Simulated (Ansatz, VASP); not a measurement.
# Ni: VASP beside Ansatz

Contents of INCAR:

```
SYSTEM = Ni
ALGO     = Normal         ! electronic algorithm
EDIFF    = 1E-6           ! SCF threshold, eV
ENCUT    = 520            ! plane-wave cutoff, eV
GGA      = CA             ! functional
ISIF     = 2              ! what is computed and relaxed
ISMEAR   = -1             ! smearing method
ISPIN    = 2              ! spin polarisation
LASPH    = .TRUE.         ! aspherical terms in the spheres
LCHARG   = .FALSE.        ! write CHGCAR
LMAXMIX  = 4              ! l up to which the mixer works
LORBIT   = 11             ! projections on sites
LREAL    = .FALSE.        ! projectors in reciprocal space
LWAVE    = .FALSE.        ! write WAVECAR
MAGMOM   = 1              ! initial moments
NBANDS   = 15             ! bands
NELM     = 150            ! most SCF steps
PREC     = Accurate       ! precision mode
SIGMA    = 0.05           ! smearing width, eV
```

Contents of KPOINTS:

```
k-points
0
G
  17 17 17
  0 0 0
```

File POSCAR:

```
Ni
1.0
   -1.3837150000      1.3837150000      1.3837150000
    1.3837150000     -1.3837150000      1.3837150000
    1.3837150000      1.3837150000     -1.3837150000
Ni
1
Direct
    0.0000000000      0.0000000000      0.0000000000
```

Input for Ansatz:

```yaml
crystal:
  lattice:
    - [-1.383715, 1.383715, 1.383715]
    - [1.383715, -1.383715, 1.383715]
    - [1.383715, 1.383715, -1.383715]
  atoms:
    - { symbol: Ni, position: [0.0, 0.0, 0.0], spin: 1.0 }
basis:
  ecutwfc: 470.0
kpoints:
  mp_grid:
    grid: [17, 17, 17]
hamiltonian:
  xc: lda
  pseudopotentials:
    kind: paw
magnetization:
  spin_polarized: true
scf:
  convergence:
    dr2_threshold: 1.0e-09
  occupations:
    method: fermi_dirac
    width: 0.05
output:
  stress: true
```

Alike in both runs: task single point; functional LDA; k mesh 17 × 17 × 17; occupations fermi-dirac, width 0.05 eV; collinear spin.

|  | VASP | Ansatz |
| --- | --- | --- |
| version | VASP 6.6.1 | Ansatz 0.2.0 |
| potentials or method | VASP PAW LDA potentials, release 64 (Ni), cutoff 520 eV | plane waves, PAW |
| valence electrons in the cell | 10 | 18 |

```tsv
	VASP	Ansatz	Ansatz less VASP
pressure (GPa)	-10.9	-10.7	+0.19
net moment per atom (μB)	0.41	0.47	+0.064
size of the moment on the site where the two differ most (μB)	0.41	0.49	+0.080
```

LDA's correlation is that of Perdew and Zunger in VASP and of Perdew and Wang (1992) in Ansatz. Site moments also hang on the region over which each program counts them. VASP's potentials hold 10 valence electrons a cell and Ansatz's 18, so a difference there can come from the potentials and not from the codes. Ansatz's warnings: stress scf threshold loose.
